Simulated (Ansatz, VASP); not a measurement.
Sc in VASP and in Ansatz

```
CELL_PARAMETERS angstrom
2.96434 0.00000 0.00000
0.00000 2.96434 0.00000
0.00000 0.00000 2.96434
ATOMIC_POSITIONS crystal
Sc 0.00000 0.00000 0.00000
```

Alike in both runs: task single point; functional LDA; k mesh 12 × 12 × 12; occupations fermi-dirac, width 0.1 eV; no spin polarisation.

|  | VASP | Ansatz |
| --- | --- | --- |
| version | VASP 6.6.1 | Ansatz 0.2.0 |
| potentials or method | VASP PAW LDA potentials, release 64 (Sc_sv), cutoff 520 eV | plane waves (420 eV) with PAW, scalar-relativistic |
| valence electrons in the cell | 11 | 11 |

Ansatz gave:

- pressure (GPa): -3.9

Estimate VASP's values.

pressure (GPa): -3.8.

Ansatz warns that its potentials were made for another functional, while VASP's fit it. LDA's correlation is that of Perdew and Zunger in VASP and of Perdew and Wang (1992) in Ansatz.
